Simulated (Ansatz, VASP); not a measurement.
# BiTe in VASP and in Ansatz

The input POSCAR:

```
BiTe
1.0
    0.0000000000      3.2006124770      3.2006124770
    3.2006124770      0.0000000000      3.2006124770
    3.2006124770      3.2006124770      0.0000000000
Bi Te
1 1
Direct
    0.0000000000      0.0000000000      0.0000000000
    0.5000000000      0.5000000000      0.5000000000
```

INCAR.step1

```
ALGO = Normal
EDIFF = 1E-4
ENCUT = 520
GGA = PE
ISMEAR = 0
LASPH = T
LCHARG = F
LREAL = F
LWAVE = T
NBANDS = 18
NELM = 100
PREC = Accurate
SIGMA = 0.1
```

Contents of INCAR.step2:

```
ALGO = Normal
EDIFF = 1E-6
ENCUT = 520
ISIF = 2
ISMEAR = 0
ISTART = 1
LASPH = T
LCHARG = T
LELF = T
LMIXTAU = T
LREAL = F
LVHAR = T
LWAVE = F
METAGGA = R2SCAN
NBANDS = 18
NELM = 100
PREC = Accurate
SIGMA = 0.1
```

KPOINTS

```
k-points
0
Gamma
  12 12 12
```

Input for Ansatz:

```yaml
crystal:
  lattice:
    - [0.0, 3.2006124795, 3.2006124795]
    - [3.2006124795, 0.0, 3.2006124795]
    - [3.2006124795, 3.2006124795, 0.0]
  atoms:
    - { symbol: Bi, position: [0.0, 0.0, 0.0] }
    - { symbol: Te, position: [0.5, 0.5, 0.5] }
basis:
  ecutwfc: 500
kpoints:
  mp_grid: { grid: [12, 12, 12] }
hamiltonian:
  xc: r2scan
scf:
  occupations: { method: gaussian, width: 0.1 }
output:
  forces: true
  stress: true
  eigenvalues: true
```

Alike in both runs: task single point; functional r2SCAN; k mesh 12 × 12 × 12; occupations gaussian, width 0.1 eV; no spin polarisation.

|  | VASP | Ansatz |
| --- | --- | --- |
| version | VASP 6.6.1 | Ansatz 0.2.0 |
| potentials or method | VASP PAW PBE potentials, release 64 (Bi_d, Te), cutoff 520 eV | scalar-relativistic, plane waves, PAW |
| valence electrons in the cell | 21 | 31 |

|  | VASP | Ansatz | Ansatz less VASP |
| --- | --- | --- | --- |
| gap on the k mesh at the Fermi level (eV) | none | none | - |
| pressure (GPa) | 1.7 | 1.7 | +0.03 |

VASP's potentials were made for PBE, not for r2SCAN. A gap of «none» marks a metal or a gap that the smearing closes. With one functional, cell and mesh, what is left measures potentials, basis and numerics. VASP's potentials hold 21 valence electrons a cell and Ansatz's 31, so a difference there can come from the potentials and not from the codes.

Neither program's run includes spin-orbit coupling.
